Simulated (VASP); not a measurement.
Input of a VASP 6.6.1 run:

File INCAR:

```
SYSTEM = CsPbBr3
PREC     = Accurate       ! precision mode
ENCUT    = 520            ! plane-wave cutoff, eV
EDIFF    = 1E-7           ! SCF threshold, eV
ISMEAR   = 0              ! smearing method
SIGMA    = 0.05           ! smearing width, eV
LREAL    = .False.        ! projectors in reciprocal space
LASPH    = .True.         ! aspherical terms in the spheres
NELM     = 100            ! most SCF steps
ALGO     = Normal         ! electronic algorithm
ISIF     = 2              ! what is computed and relaxed
LWAVE    = .False.        ! write WAVECAR
LCHARG   = .False.        ! write CHGCAR
GGA      = PS             ! functional
NBANDS   = 30             ! bands
```

File KPOINTS:

```
Automatic mesh
0
Gamma
  6 6 6
  0 0 0
```

POSCAR

```
CsPbBr3
1.0
    5.5765000000      0.0000000000      0.0000000000
    0.0000000000      5.5765000000      0.0000000000
    0.0000000000      0.0000000000      5.5765000000
Cs Pb Br
1 1 3
Direct
    0.0000000000      0.0000000000      0.0000000000
    0.5000000000      0.5000000000      0.5000000000
    0.0000000000      0.5000000000      0.5000000000
    0.5000000000      0.0000000000      0.5000000000
    0.5000000000      0.5000000000      0.0000000000
```

Potentials or basis: VASP PAW PBE potentials, release 64 (Cs_sv, Pb_d, Br).

The run is started by

```sh
$ cat potpaw_PBE.64/Cs_sv/POTCAR potpaw_PBE.64/Pb_d/POTCAR potpaw_PBE.64/Br/POTCAR > POTCAR
$ mpirun -np 1 vasp_std > vasp.out
```

Question: Predict the pressure.

Answer: 4.8 GPa.

Question: Predict the band gap on the k mesh.

Answer: 0.64 eV.

Caveat: the cell differs from its parent crystal (strain -0.050 along x and y, -0.050 along z); the cell stands under pressure; the PAW data sets were made with another functional, which shifts forces and pressure a little; spin-orbit coupling is left out, which moves the levels of the heavy elements. A k mesh can miss the band edges.
